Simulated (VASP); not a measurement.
# ReSbN (P4/nmm) in VASP: further runs

The runs below take ReSbN through single point, with PBE.

Everything below comes from runs of VASP 6.6.1. Logs are shortened: lines on timing, memory, paths and dates and some standing lists are left out, and cuts for length are marked.

### 1 The cell of the first run

Symmetry: P4/nmm, No. 129, tetragonal system. The conventional cell has a = 3.432 Å, b = 3.432 Å, c = 8.593 Å, α = 90.00°, β = 90.00°, γ = 90.00°. Within 2.7 Å of Re (site symmetry 4mm) lie 4 N at 2.03 Å. Within 4.0 Å of Sb (site symmetry 4mm) lie 5 Re at 3.01 to 3.95 Å and 4 N at 3.34 Å and 8 Sb at 3.43 to 3.75 Å. N (site symmetry -4m2) has 4 Re at 2.03 Å and 4 N at 2.43 Å within 2.7 Å.

### 2 Single point, PBE

Input file INCAR:

```
ALGO = Normal
EDIFF = 1E-7
ENCUT = 520
GGA = PE
ISIF = 2
ISMEAR = -1
LASPH = True
LCHARG = True
LELF = True
LREAL = False
LVHAR = True
LWAVE = False
NBANDS = 26
NELM = 100
PREC = Accurate
SIGMA = 0.1
```

Input file KPOINTS:

```
k-points
0
Gamma
  11 11 5
```

Input file POSCAR:

```
ReSbN
1.0
    3.4321230000      0.0000000000      0.0000000000
    0.0000000000      3.4321230000      0.0000000000
    0.0000000000      0.0000000000      8.5926270000
Re Sb N
2 2 2
Direct
    0.0000000000      0.5000000000      0.8732410000
    0.5000000000      0.0000000000      0.1267590000
    0.0000000000      0.5000000000      0.3334580000
    0.5000000000      0.0000000000      0.6665420000
    0.0000000000      0.0000000000      0.0000000000
    0.5000000000      0.5000000000      0.0000000000
```

Potentials or basis: VASP PAW PBE potentials, release 64 (Re, Sb, N).

Launch:

```console
cat potpaw_PBE.64/Re/POTCAR potpaw_PBE.64/Sb/POTCAR potpaw_PBE.64/N/POTCAR > POTCAR
mpirun -np 1 vasp_std > vasp.out
```

OUTCAR:

```text
EDIFF = 1E-7
   ENCUT = 520
   GGA = PE
   ISIF = 2
   ISMEAR = -1
   LASPH = True
   LREAL = False
   NELM = 100
   PREC = Accurate

 ion  position               nearest neighbor table
   1  0.000  0.500  0.873-   5 2.03   6 2.03   5 2.03   6 2.03   4 3.01   4 3.01   4 3.01   4 3.01
                             2 3.26   2 3.26   2 3.26   2 3.26
   2  0.500  0.000  0.127-   5 2.03   6 2.03   6 2.03   5 2.03   3 3.01   3 3.01   3 3.01   3 3.01
                             1 3.26   1 3.26   1 3.26   1 3.26
   3  0.000  0.500  0.333-   2 3.01   2 3.01   2 3.01   2 3.01   4 3.75   4 3.75   4 3.75   4 3.75

   4  0.500  0.000  0.667-   1 3.01   1 3.01   1 3.01   1 3.01   3 3.75   3 3.75   3 3.75   3 3.75

   5  0.000  0.000  0.000-   1 2.03   2 2.03   1 2.03   2 2.03
   6  0.500  0.500  0.000-   1 2.03   2 2.03   2 2.03   1 2.03

  LATTYP: Found a simple tetragonal cell.
 ALAT       =     3.4321230000
 C/A-ratio  =     2.5035894693

  Lattice vectors:

 A1 = (   3.4321230000,   0.0000000000,   0.0000000000)
 A2 = (   0.0000000000,   3.4321230000,   0.0000000000)
 A3 = (   0.0000000000,   0.0000000000,   8.5926270000)

Analysis of symmetry for initial positions (statically):
=====================================================================
 Subroutine PRICEL returns:
 Original cell was already a primitive cell.

 Routine SETGRP: Setting up the symmetry group for a
 simple tetragonal supercell.

 Subroutine GETGRP returns: Found 16 space group operations
 (whereof  8 operations were pure point group operations)
 out of a pool of 16 trial point group operations.

The static configuration has the point symmetry D_2d.
 The point group associated with its full space group is D_4h.

Analysis of symmetry for dynamics (positions and initial velocities):
=====================================================================
 Subroutine PRICEL returns:
 Original cell was already a primitive cell.

 Routine SETGRP: Setting up the symmetry group for a
 simple tetragonal supercell.

 Subroutine GETGRP returns: Found 16 space group operations
 (whereof  8 operations were pure point group operations)
 out of a pool of 16 trial point group operations.

The dynamic configuration has the point symmetry D_2d.
 The point group associated with its full space group is D_4h.

 Subroutine INISYM returns: Found 16 space group operations
 (whereof  8 operations are pure point group operations),
 and found     1 'primitive' translations

[... 103 lines left out ...]
   LREAL  =      F    real-space projection
   EDIFFG = 0.1E-05   stopping-criterion for IOM
   NSW    =      0    number of steps for IOM
   IBRION =     -1    ionic relax: 0-MD 1-quasi-New 2-CG
   NFREE  =      0    steps in history (QN), initial steepest desc. (CG)
   ISIF   =      2    stress and relaxation
   ISYM   =      2    0-nonsym 1-usesym 2-fastsym
   POTIM  = 0.5000    time-step for ionic-motion
   TEBEG  =    0.0;   TEEND  =   0.0 temperature during run
   PSTRESS=    0.0 pullay stress
   NELECT =      34.0000    total number of electrons
   NUPDOWN=      -1.0000    fix difference up-down
   EMIN   =  10.00;   EMAX   =-10.00  energy-range for DOS
   EFERMI =   0.00;   METHOD = LEGACY
   ISMEAR =    -1;   SIGMA  =   0.10  broadening in eV -4-tet -1-fermi 0-gaus
   EFERMI_NEDOS =   21; number of points for ismear=-14 and -15
   IALGO  =     38    algorithm
   IMIX   =      4    mixing-type and parameters
     AMIX     =   0.40;   BMIX     =  1.00
     AMIX_MAG =   1.60;   BMIX_MAG =  1.00
  volume/ion in A,a.u.               =      16.87       113.84
  Fermi-wavevector in a.u.,A,eV,Ry     =   1.138022  2.150549 17.620819  1.295094
  Thomas-Fermi vector in A             =   2.274727
   LORBIT       =      0    0 simple, 1 ext, 2 COOP (PROOUT), +10 PAW based schemes
   GGA     = PE    functional components
   LHFCALC =     F    Hartree Fock is set to
   AEXX    =    0.0000 exact exchange contribution
   IVDW    =     0    specifies the selected vdW correction
   LEPSILON=     F    determine dielectric tensor
   LRPA    =     F    only Hartree local field effects (RPA)
 non-spin polarized calculation
  energy-cutoff  :      520.00
  volume of cell :      101.22
 maximum number of plane-waves:      2747
 NGX is ok and might be reduce to    28
   NGX = 13   NGY = 13   NGZ = 31

 number of electron      33.9999997 magnetization

 Free energy of the ion-electron system (eV)
  ---------------------------------------------------
  ext. energy  EPLUGINS =         0.00000000
  ---------------------------------------------------
  free energy    TOTEN  =       -47.53778809 eV

  energy without entropy =      -47.46671712  energy(sigma->0) =      -47.50225260

 E-fermi :   7.5884     XC(G=0): -11.3111

 val. band max:        7.5643203659   @ k =   0.2727   0.2727   0.2000
 cond. band min:       7.6134918817   @ k =   0.4545   0.1818   0.0000
 fundamental gap:      0.0491715157
 Fermi energy:         7.5883747852

 k-point     1 :       0.0000    0.0000    0.0000
  band No.  band energies     occupation
      1     -10.0701      2.00000
      2      -7.1399      2.00000
      3      -3.3930      2.00000
      4      -3.2665      2.00000
      5      -0.0926      2.00000
      6      -0.0926      2.00000
[... 685 lines left out ...]
     25      12.3659      0.00000
     26      12.9058      0.00000

 [... further k-points ...]

------------------------ aborting loop because EDIFF is reached ----------------------------------------

  FORCE on cell =-STRESS in cart. coord.  units (eV):
  Direction    XX          YY          ZZ          XY          YZ          ZX
  --------------------------------------------------------------------------------------
  -------------------------------------------------------------------------------------
  Total       -0.0630378     -0.0630378      0.1357740      0.0000000      0.0000000      0.0000000
  in kB       -0.9978379     -0.9978379      2.1491939      0.0000000      0.0000000      0.0000000
  external PRESSURE =       0.0511727 kB  Pullay stress =       0.0000000 kB

 VOLUME and BASIS-vectors are now :
 -----------------------------------------------------------------------------
  energy-cutoff  :      520.00
  volume of cell :      101.22
      direct lattice vectors                 reciprocal lattice vectors
     3.432123000  0.000000000  0.000000000     0.291364849  0.000000000  0.000000000
     0.000000000  3.432123000  0.000000000     0.000000000  0.291364849  0.000000000
     0.000000000  0.000000000  8.592627000     0.000000000  0.000000000  0.116378844

 POSITION                                       TOTAL-FORCE (eV/Angst)
 -----------------------------------------------------------------------------------
      0.00000      1.71606      7.50343        -0.000000      0.000000     -0.068390
      1.71606      0.00000      1.08919        -0.000000      0.000000      0.068390
      0.00000      1.71606      2.86528        -0.000000      0.000000     -0.081913
      1.71606      0.00000      5.72735        -0.000000      0.000000      0.081913
      0.00000      0.00000      0.00000        -0.000000      0.000000      0.000000
      1.71606      1.71606      0.00000         0.000000     -0.000000      0.000000
 -----------------------------------------------------------------------------------
    total drift:                                0.000000      0.000000      0.000000

  FREE ENERGIE OF THE ION-ELECTRON SYSTEM (eV)
  ---------------------------------------------------
  free  energy   TOTEN  =       -47.5377880889 eV

  energy  without entropy=      -47.4667171208  energy(sigma->0) =      -47.50225260
```

OSZICAR:

```text
N       E                     dE             d eps       ncg     rms          rms(c)
DAV:   1     0.162271013636E+03    0.16227E+03   -0.14352E+04  6292   0.132E+03
DAV:   2    -0.358530318000E+02   -0.19812E+03   -0.18455E+03  6220   0.356E+02
DAV:   3    -0.534194153846E+02   -0.17566E+02   -0.16905E+02  6410   0.107E+02
DAV:   4    -0.539370098458E+02   -0.51759E+00   -0.50799E+00  5816   0.164E+01
DAV:   5    -0.539510375668E+02   -0.14028E-01   -0.13931E-01  5920   0.512E+00    0.554E+01
DAV:   6    -0.491365413971E+02    0.48145E+01   -0.36097E+01  6392   0.966E+01    0.120E+01
DAV:   7    -0.482282414999E+02    0.90830E+00   -0.12143E+01  6456   0.719E+01    0.208E+01
DAV:   8    -0.476091666258E+02    0.61907E+00   -0.16852E+00  6312   0.249E+01    0.304E+00
DAV:   9    -0.475345338113E+02    0.74633E-01   -0.31595E-01  6472   0.577E+00    0.665E-01
DAV:  10    -0.475377804267E+02   -0.32466E-02   -0.41471E-02  5416   0.143E+00    0.364E-01
DAV:  11    -0.475377602632E+02    0.20164E-04   -0.88870E-04  5680   0.397E-01    0.296E-01
DAV:  12    -0.475377916305E+02   -0.31367E-04   -0.32060E-04  5352   0.109E-01    0.104E-01
DAV:  13    -0.475377875324E+02    0.40981E-05   -0.78311E-05  6248   0.817E-02    0.198E-02
DAV:  14    -0.475377881831E+02   -0.65066E-06   -0.40070E-06  5280   0.171E-02    0.688E-03
DAV:  15    -0.475377880889E+02    0.94235E-07   -0.24295E-07  3556   0.150E-02
   1 F= -.47537788E+02 E0= -.47502253E+02  d E =-.710710E-01
```

Wall time 4.7 min (1 thread of Intel Xeon 8259CL, shared host); peak memory 0.32 GiB.

Results:

| Property | Result |
| --- | --- |
| Free energy | -47.5378 eV |
| Pressure | 0.0 GPa |
| Largest force | 0.082 eV/Å |
| Band gap on the k mesh | zero (bands 17 and 18 overlap by 1.70 eV) |

Forces in eV/Å, atoms in the order of the input:
```
Re   0.000  0.000 -0.068
Re   0.000  0.000  0.068
Sb   0.000  0.000 -0.082
Sb   0.000  0.000  0.082
N    0.000  0.000  0.000
N    0.000  0.000  0.000
```

Stress tensor (GPa, compression positive):
```
-0.10  0.00  0.00
 0.00 -0.10  0.00
 0.00  0.00  0.21
```

Caveat: spin-orbit coupling is left out, which moves the levels of the heavy elements; this functional lacks dispersion, which binds layers or chains, so the pressure and a relaxed spacing across them are unreliable.

### 3 Single point, PBE

Input file INCAR:

```
SYSTEM = ReSbN
  PREC = Accurate
  ENCUT = 520
  EDIFF = 1E-6
  ISMEAR = -1
  SIGMA = 0.1
  LREAL = .False.
  LASPH = .True.
  NELM = 100
  ALGO = Normal
  ISIF = 2
  LWAVE = .False.
  LCHARG = .False.
  GGA = PE
  NBANDS = 26
```

Input file KPOINTS:

```
Automatic mesh
0
Gamma
  9 9 4
  0 0 0
```

POSCAR is that of step 2.

Potentials or basis: VASP PAW PBE potentials, release 64 (Re, Sb, N).

Launch:

```console
cat potpaw_PBE.64/Re/POTCAR potpaw_PBE.64/Sb/POTCAR potpaw_PBE.64/N/POTCAR > POTCAR
mpirun -np 1 vasp_std > vasp.out
```

It took 2.6 min on 1 thread of Intel Xeon 8259CL, shared host; peak memory 0.29 GiB.

Results (log left out):

- Free energy: -47.5339 eV
- Pressure: 0.0 GPa
- Largest force: 0.096 eV/Å
- Band gap on the k mesh: zero (bands 17 and 18 overlap by 1.76 eV)

Forces on the atoms (eV/Å):
```
Re   0.000  0.000 -0.058
Re   0.000  0.000  0.058
Sb   0.000  0.000 -0.096
Sb   0.000  0.000  0.096
N    0.000  0.000  0.000
N    0.000  0.000  0.000
```

Stress tensor (GPa, compression positive):
```
-0.09  0.00  0.00
 0.00 -0.09  0.00
 0.00  0.00  0.27
```

Levels at points of the mesh, in eV from the Fermi level:
```
           k point  band 13  band 14  band 15  band 16  band 17  band 18  band 19  band 20  band 21  band 22
(0.00, 0.00, 0.00)    -0.85    -0.08     0.16     0.39     0.39     1.04     1.58     1.62     1.62     4.78
(0.00, 0.00, 0.50)    -1.18    -0.08     0.41     0.78     0.78     0.79     1.06     1.14     1.14     4.14
```

Caveat: spin-orbit coupling is left out, which moves the levels of the heavy elements; this functional lacks dispersion, which binds layers or chains, so the pressure and a relaxed spacing across them are unreliable.

### 4 Single point, PBE

Input file INCAR:

```
SYSTEM = ReSbN
  PREC = Accurate
  ENCUT = 520
  EDIFF = 1E-7
  ISMEAR = -1
  SIGMA = 0.1
  LREAL = .FALSE.
  LASPH = .TRUE.
  NELM = 100
  ALGO = Normal
  ISIF = 2
  LWAVE = .FALSE.
  LCHARG = .TRUE.
  GGA = PE
  LELF = .TRUE.
  LVHAR = .TRUE.
  NBANDS = 26
```

Input file KPOINTS:

```
regular mesh
0
G
  13 13 5
  0 0 0
```

POSCAR is that of step 3.

Launch:

```console
cat potpaw_PBE.64/Re/POTCAR potpaw_PBE.64/Sb/POTCAR potpaw_PBE.64/N/POTCAR > POTCAR
mpirun -np 1 vasp_std > vasp.out
```

It took 5.4 min on 1 thread of Intel Xeon 8259CL, shared host; peak memory 0.37 GiB.

Results (log left out):

| Quantity | Value |
| --- | --- |
| Free energy | -47.5345 eV |
| Pressure | 0.0 GPa |
| Largest force | 0.065 eV/Å |
| Band gap on the k mesh | zero (bands 17 and 18 overlap by 1.88 eV) |

Forces on the atoms (eV/Å):
```
Re   0.000  0.000 -0.052
Re   0.000  0.000  0.052
Sb   0.000  0.000 -0.065
Sb   0.000  0.000  0.065
N    0.000  0.000  0.000
N    0.000  0.000  0.000
```

Stress tensor (GPa, compression positive):
```
-0.06  0.00  0.00
 0.00 -0.06  0.00
 0.00  0.00  0.21
```

Levels at points of the mesh, in eV from the Fermi level:
```tsv
k point	band 15	band 16	band 17	band 18	band 19	band 20
(0.00, 0.00, 0.00)	0.16	0.39	0.39	1.04	1.58	1.62
```

Caveat: spin-orbit coupling is left out, which moves the levels of the heavy elements; this functional lacks dispersion, which binds layers or chains, so the pressure and a relaxed spacing across them are unreliable.

### 5 Summary

| k mesh | gap on the mesh (eV) | pressure (GPa) | largest force (eV/Å) |
| --- | --- | --- | --- |
| 11 × 11 × 5 | none | 0.0 | 0.08 |
| 9 × 9 × 4 | none | 0.0 | 0.10 |
| 13 × 13 × 5 | none | 0.0 | 0.07 |

Alike in all rows: task single point; level PBE; potentials or basis VASP PAW PBE potentials, release 64 (Re, Sb, N); no spin polarisation; cell as given; cutoff (eV) 520; smearing fermi-dirac 0.1 eV.

Caveats: spin-orbit coupling is left out, which moves the levels of the heavy elements; this functional lacks dispersion, which binds layers or chains, so the pressure and a relaxed spacing across them are unreliable.

Absolute energies hang on the potentials; compare differences alone.

The gap in the log of VASP goes by the Fermi energy; the results here count the filled bands.